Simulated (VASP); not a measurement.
# Na in VASP: relaxation of the atoms with PBEsol

Aim: the relaxation of the atoms of Na with PBEsol.

Everything below comes from runs of VASP 6.6.1. Logs are shortened: lines on timing, memory, paths and dates and some standing lists are left out, and cuts for length are marked.

## 1. The cell of the first run

The cell holds a slab with vacuum, 8 atoms: a = 3.724 Å, b = 7.094 Å, c = 24.009 Å, α = 90.00°, β = 90.00°, γ = 105.22°.

## 2. Relaxation of the atoms, PBEsol

INCAR

```
ALGO     = Normal         # electronic algorithm
DIPOL    = 0.5 0.5 0.500
EDIFF    = 1E-6           # SCF threshold, eV
EDIFFG   = -0.02          # ionic threshold
ENCUT    = 520            # plane-wave cutoff, eV
GGA      = PS             # functional
IBRION   = 2              # ionic algorithm
IDIPOL   = 3            
ISIF     = 2              # what is computed and relaxed
ISMEAR   = 0              # smearing method
ISYM     = 0            
KPAR     = 4            
LASPH    = True           # aspherical terms in the spheres
LCHARG   = False          # write CHGCAR
LDIPOL   = True         
LREAL    = False          # projectors in reciprocal space
LWAVE    = False          # write WAVECAR
NELM     = 60             # most SCF steps
NSW      = 80             # ionic steps
PREC     = Accurate       # precision mode
SIGMA    = 0.1            # smearing width, eV
```

KPOINTS

```
k-points
0
Gamma
  10 5 1
```

POSCAR

```
Na
1.0
    3.7241712022      0.0000000000      0.0000000000
   -1.8620856011      6.8454848088      0.0000000000
    0.0000000000      0.0000000000     24.0086195710
Na
8
Direct
    0.7822352067      0.5644704135      0.3123878063
    0.0507334664      0.1014669327      0.3321364583
    0.3932247644      0.7864495289      0.4308797181
    0.6617230241      0.3234460481      0.4506283701
    0.0042143221      0.0084286443      0.5493716299
    0.2727125818      0.5454251635      0.5691202819
    0.6152038799      0.2304077597      0.6678635417
    0.8837021395      0.7674042789      0.6876121937
```

Potentials or basis: VASP PAW PBE potentials, release 64 (Na_pv).

On the command line:

```
cat potpaw_PBE.64/Na_pv/POTCAR > POTCAR
mpirun -np 4 vasp_std > vasp.out
```

OUTCAR:

```text
EDIFF = 1E-6
   EDIFFG = -0.02
   ENCUT = 520
   GGA = PS
   IBRION = 2
   ISIF = 2
   ISMEAR = 0
   ISYM = 0
   LASPH = True
   LREAL = False
   NELM = 60
   NSW = 80
   PREC = Accurate

 ion  position               nearest neighbor table
   1  0.782  0.564  0.312-
   2  0.051  0.101  0.332-
   3  0.393  0.786  0.431-
   4  0.662  0.323  0.451-
   5  0.004  0.008  0.549-
   6  0.273  0.545  0.569-
   7  0.615  0.230  0.668-
   8  0.884  0.767  0.688-

IMPORTANT INFORMATION: All symmetrisations will be switched off!
NOSYMM: (Re-)initialisation of all symmetry stuff for point group C_1.

----------------------------------------------------------------------------------------

                                     Primitive cell

  volume of cell :     612.0699

  direct lattice vectors                    reciprocal lattice vectors
     3.724171202  0.000000000  0.000000000     0.268516120  0.073040846  0.000000000
    -1.862085601  6.845484809  0.000000000     0.000000000  0.146081691  0.000000000
     0.000000000  0.000000000 24.008619571     0.000000000  0.000000000  0.041651708

  length of vectors
     3.724171202  7.094224768 24.008619571     0.278273016  0.146081691  0.041651708

  position of ions in fractional coordinates (direct lattice)
     0.782235207  0.564470413  0.312387806
     0.050733466  0.101466933  0.332136458
     0.393224764  0.786449529  0.430879718
     0.661723024  0.323446048  0.450628370
     0.004214322  0.008428644  0.549371630
     0.272712582  0.545425163  0.569120282
     0.615203880  0.230407760  0.667863542
     0.883702140  0.767404279  0.687612194

  ion indices of the primitive-cell ions
   primitive index   ion index
                 1           1
                 2           2
                 3           3
                 4           4
                 5           5
                 6           6
                 7           7
                 8           8

----------------------------------------------------------------------------------------

 KPOINTS: k-points

Automatic generation of k-mesh.
 Grid dimensions read from file:
 generate k-points for:   10    5    1

 Generating k-lattice:

  Cartesian coordinates                     Fractional coordinates (reciprocal lattice)
     0.026851612  0.007304085  0.000000000     0.100000000  0.000000000  0.000000000
     0.000000000  0.029216338  0.000000000     0.000000000  0.200000000  0.000000000
     0.000000000  0.000000000  0.041651708     0.000000000  0.000000000  1.000000000

  Length of vectors
     0.027827302  0.029216338  0.041651708

  Shift w.r.t. Gamma in fractional coordinates (k-lattice)
     0.000000000  0.000000000  0.000000000

 -----------------------------------------------------------------------------
|                                                                             |
|           W    W    AA    RRRRR   N    N  II  N    N   GGGG   !!!           |
|           W    W   A  A   R    R  NN   N  II  NN   N  G    G  !!!           |
|           W    W  A    A  R    R  N N  N  II  N N  N  G       !!!           |
|           W WW W  AAAAAA  RRRRR   N  N N  II  N  N N  G  GGG   !            |
|           WW  WW  A    A  R   R   N   NN  II  N   NN  G    G                |
|           W    W  A    A  R    R  N    N  II  N    N   GGGG   !!!           |
|                                                                             |
|     Your reciprocal lattice and k-lattice belong to different lattice       |
|     classes:                                                                |
|                                                                             |
|        The reciprocal lattice is base centered orthorhombic,                |
|        whereas your k-lattice is simple monoclinic.                         |
|                                                                             |
|     Results are often still useful ...                                      |
|                                                                             |
 -----------------------------------------------------------------------------

 WARNING: IBZKPT: internal override: KBLOWUP is changed to .FALSE.
      ... skipping the blow-up phase ...

 Subroutine IBZKPT returns following result:
 ===========================================

 Found     26 irreducible k-points:

 Following reciprocal coordinates:
            Coordinates               Weight
  0.000000  0.000000  0.000000      1.000000
  0.100000 -0.000000  0.000000      2.000000
  0.200000 -0.000000  0.000000      2.000000
  0.300000 -0.000000  0.000000      2.000000
  0.400000 -0.000000  0.000000      2.000000
  0.500000  0.000000  0.000000      1.000000
[... 16 lines left out ...]
 -0.400000  0.400000  0.000000      2.000000
 -0.300000  0.400000  0.000000      2.000000
 [... further k-points ...]
   k-points           NKPTS =     26   k-points in BZ     NKDIM =     26   number of bands    NBANDS=     33
   number of dos      NEDOS =    301   number of ions     NIONS =      8
   total plane-waves  NPLWV = 272160
   dimension x,y,z NGX =    28 NGY =   54 NGZ =  180
   dimension x,y,z NGXF=    56 NGYF=  108 NGZF=  360
   ions per type =               8
   NGX,Y,Z   is equivalent  to a cutoff of  12.50, 12.65, 12.46 a.u.
   NGXF,Y,Z  is equivalent  to a cutoff of  25.00, 25.31, 24.93 a.u.
 SYSTEM =  unknown system
   PREC   = accura    normal or accurate (medium, high low for compatibility)
   ISTART =      0    job   : 0-new  1-cont  2-samecut
   ICHARG =      2    charge: 1-file 2-atom 10-const
   ISPIN  =      1    spin polarized calculation?
   LNONCOLLINEAR =      F non collinear calculations
   LSORBIT =      F    spin-orbit coupling
   LASPH  =      T    aspherical Exc in radial PAW
   ENCUT  =  520.0 eV  38.22 Ry    6.18 a.u.   6.92 13.19 44.64*2*pi/ulx,y,z
   NELM   =     60;   NELMIN=  2; NELMDL= -5     # of ELM steps
   EDIFF  = 0.1E-05   stopping-criterion for ELM
   LREAL  =      F    real-space projection
   EDIFFG = -.2E-01   stopping-criterion for IOM
   NSW    =     80    number of steps for IOM
   IBRION =      2    ionic relax: 0-MD 1-quasi-New 2-CG
   NFREE  =      1    steps in history (QN), initial steepest desc. (CG)
   ISIF   =      2    stress and relaxation
   ISYM   =      0    0-nonsym 1-usesym 2-fastsym
   POTIM  = 0.5000    time-step for ionic-motion
   TEBEG  =    0.0;   TEEND  =   0.0 temperature during run
   PSTRESS=    0.0 pullay stress
   NELECT =      56.0000    total number of electrons
   NUPDOWN=      -1.0000    fix difference up-down
   EMIN   =  10.00;   EMAX   =-10.00  energy-range for DOS
   EFERMI =   0.00;   METHOD = LEGACY
   ISMEAR =     0;   SIGMA  =   0.10  broadening in eV -4-tet -1-fermi 0-gaus
   EFERMI_NEDOS =   21; number of points for ismear=-14 and -15
   IALGO  =     38    algorithm
   IMIX   =      4    mixing-type and parameters
     AMIX     =   0.40;   BMIX     =  1.00
     AMIX_MAG =   1.60;   BMIX_MAG =  1.00
  volume/ion in A,a.u.               =      76.51       516.31
  Fermi-wavevector in a.u.,A,eV,Ry     =   0.737684  1.394021  7.403991  0.544178
  Thomas-Fermi vector in A             =   1.831425
   LORBIT       =      0    0 simple, 1 ext, 2 COOP (PROOUT), +10 PAW based schemes
   GGA     = PS    functional components
   LHFCALC =     F    Hartree Fock is set to
   AEXX    =    0.0000 exact exchange contribution
   IVDW    =     0    specifies the selected vdW correction
   LEPSILON=     F    determine dielectric tensor
   LRPA    =     F    only Hartree local field effects (RPA)
 conjugate gradient relaxation of ions
 non-spin polarized calculation
 Gauss-broadening in eV      SIGMA  =   0.10
  energy-cutoff  :      520.00
  volume of cell :      612.07
 maximum number of plane-waves:     16527
   NGX = 13   NGY = 27   NGZ = 89

--------------------------------------- Ionic step        1  -------------------------------------------

 number of electron      55.9999989 magnetization

 Free energy of the ion-electron system (eV)
  ---------------------------------------------------
  ext. energy  EPLUGINS =         0.00000000
  ---------------------------------------------------
  free energy    TOTEN  =       -10.46641806 eV

  energy without entropy =      -10.45111126  energy(sigma->0) =      -10.45876466

------------------------ aborting loop because EDIFF is reached ----------------------------------------

  FORCE on cell =-STRESS in cart. coord.  units (eV):
  Direction    XX          YY          ZZ          XY          YZ          ZX
  --------------------------------------------------------------------------------------
  -------------------------------------------------------------------------------------
  Total       -0.5271507     -0.1365859     -0.3149732      0.0698169     -0.0653601     -0.0002137
  in kB       -1.3798897     -0.3575323     -0.8244858      0.1827554     -0.1710891     -0.0005594
  external PRESSURE =      -0.8539692 kB  Pullay stress =       0.0000000 kB
[... 149 lines left out ...]
  FREE ENERGIE OF THE ION-ELECTRON SYSTEM (eV)
  ---------------------------------------------------
  free  energy   TOTEN  =       -10.4678319850 eV

  energy  without entropy=      -10.4526657417  energy(sigma->0) =      -10.46024886

 dipolmoment           0.000000      0.000000      0.000031 electrons x Angstroem

--------------------------------------- Ionic step        5  -------------------------------------------

 number of electron      55.9999986 magnetization

 dipolmoment           0.000000      0.000000     -0.000001 electrons x Angstroem

 Free energy of the ion-electron system (eV)
  ---------------------------------------------------
  ext. energy  EPLUGINS =         0.00000000
  ---------------------------------------------------
  free energy    TOTEN  =       -10.46884377 eV

  energy without entropy =      -10.45383958  energy(sigma->0) =      -10.46134167

 E-fermi :  -1.2546     XC(G=0):  -3.7185

 val. band max:       -1.3130020253   @ k =  -0.1000   0.4000   0.0000
 cond. band min:      -1.2526828367   @ k =   0.5000   0.4000   0.0000
 fundamental gap:      0.0603191886
 Fermi energy:        -1.2546410638

 k-point     1 :       0.0000    0.0000    0.0000
  band No.  band energies     occupation
      1     -26.3538      2.00000
      2     -26.3537      2.00000
      3     -26.3406      2.00000
      4     -26.3406      2.00000
      5     -26.3264      2.00000
      6     -26.3264      2.00000
[... 853 lines left out ...]
     32       0.6729      0.00000
     33       0.9621      0.00000

 [... further k-points ...]

------------------------ aborting loop because EDIFF is reached ----------------------------------------

 vacuum level on the upper side and lower side of the slab       (xc-potential included)        -0.003        -0.004

  FORCE on cell =-STRESS in cart. coord.  units (eV):
  Direction    XX          YY          ZZ          XY          YZ          ZX
  --------------------------------------------------------------------------------------
  -------------------------------------------------------------------------------------
  Total       -0.5557992     -0.1081166     -0.2412528      0.0626056     -0.0387118      0.0004404
  in kB       -1.4548810     -0.2830101     -0.6315124      0.1638789     -0.1013333      0.0011528
  external PRESSURE =      -0.7898012 kB  Pullay stress =       0.0000000 kB

 VOLUME and BASIS-vectors are now :
 -----------------------------------------------------------------------------
  energy-cutoff  :      520.00
  volume of cell :      612.07
      direct lattice vectors                 reciprocal lattice vectors
     3.724171202  0.000000000  0.000000000     0.268516120  0.073040846  0.000000000
    -1.862085601  6.845484809  0.000000000     0.000000000  0.146081691  0.000000000
     0.000000000  0.000000000 24.008619571     0.000000000  0.000000000  0.041651708
[... 14 lines left out ...]
  FREE ENERGIE OF THE ION-ELECTRON SYSTEM (eV)
  ---------------------------------------------------
  free  energy   TOTEN  =       -10.4688437673 eV

  energy  without entropy=      -10.4538395793  energy(sigma->0) =      -10.46134167

 reached required accuracy - stopping structural energy minimisation

 vacuum level on the upper side and lower side of the slab         1.588         1.588
```

Wall time 4.6 min (4 MPI ranks of AMD EPYC 9R45 (Zen 5), shared host); peak memory 0.84 GiB.

What came out:

```
Free energy                  : -10.4688 eV
Energy gained by relaxing    : 0.3 meV/atom
Ionic steps                  : 5
Largest force after relaxing : 0.018 eV/Å
Band gap on the k mesh       : zero (bands 28 and 29 overlap by 2.31 eV)
```

Forces on the atoms (eV/Å):
```
Na   0.000  0.000  0.018
Na   0.001  0.004  0.000
Na   0.000  0.002  0.017
Na   0.000 -0.001 -0.001
Na   0.000  0.001  0.001
Na   0.000 -0.002 -0.017
Na   0.000 -0.004  0.000
Na   0.000  0.000 -0.018
```

The path:
```csv
step,energy change (eV),largest force (eV/Å),pressure (GPa)
1,0.0000,0.0366,-0.09
2,-0.0002,0.0341,-0.08
3,-0.0006,0.0313,-0.08
4,-0.0014,0.0274,-0.09
5,-0.0024,0.0177,-0.08
```

Final structure:
```
Na
1.0
     3.72417    0.00000    0.00000
    -1.86209    6.84548    0.00000
     0.00000    0.00000   24.00862
Na
8
Direct
  0.78401 0.56779 0.31370
  0.04960 0.09898 0.33235
  0.39374 0.78740 0.43105
  0.66132 0.32255 0.45037
  0.00457 0.00927 0.54963
  0.27216 0.54448 0.56895
  0.61636 0.23290 0.66766
  0.88199 0.76412 0.68630
```

Caveat: the PAW data sets were made with another functional, which shifts forces and pressure a little.

The gap in the log of VASP goes by the Fermi energy; the results here count the filled bands.